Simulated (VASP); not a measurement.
Here is a VASP 6.6.1 calculation.

Contents of INCAR:

```
PREC     = Accurate       # precision mode
ENCUT    = 520            # plane-wave cutoff, eV
EDIFF    = 1E-6           # SCF threshold, eV
ISMEAR   = 0              # smearing method
SIGMA    = 0.15           # smearing width, eV
LREAL    = F              # projectors in reciprocal space
LASPH    = T              # aspherical terms in the spheres
NELM     = 80             # most SCF steps
ALGO     = Normal         # electronic algorithm
ISIF     = 2              # what is computed and relaxed
LWAVE    = F              # write WAVECAR
LCHARG   = T              # write CHGCAR
GGA      = PS             # functional
LELF     = T              # ELF
LVHAR    = T            
NBANDS   = 16             # bands
```

Contents of KPOINTS:

```
regular mesh
0
Gamma
  18 18 18
```

The input POSCAR:

```
WC
1.0
    0.0000000000      2.0172692800      2.2803913600
    2.0172692800      0.0000000000      2.2803913600
    2.0172692800      2.0172692800      0.0000000000
W C
1 1
Direct
    0.0000000000      0.0000000000      0.0000000000
    0.5000000000      0.5000000000      0.5000000000
```

Potentials or basis: VASP PAW PBE potentials, release 64 (W_sv, C).

Launch:

```bash
$ cat potpaw_PBE.64/W_sv/POTCAR potpaw_PBE.64/C/POTCAR > POTCAR
$ mpirun -np 1 vasp_std > vasp.out
```

Problem. Predict the pressure.

Solution. 65.3 GPa.

Problem. What does it give for the band gap on the k mesh?

Solution. Zero (band 9 reaches 15.40 eV, above the bottom of band 10 at 11.86 eV).

Stress tensor (GPa, compression positive):
```
98.95  0.00  0.00
 0.00 98.95  0.00
 0.00  0.00 -2.02
```

Caveat: the cell differs from its parent crystal (strain -0.080 along x and y, +0.040 along z); the PAW data sets were made with another functional, which shifts forces and pressure a little; spin-orbit coupling is left out, which moves the levels of the heavy elements.
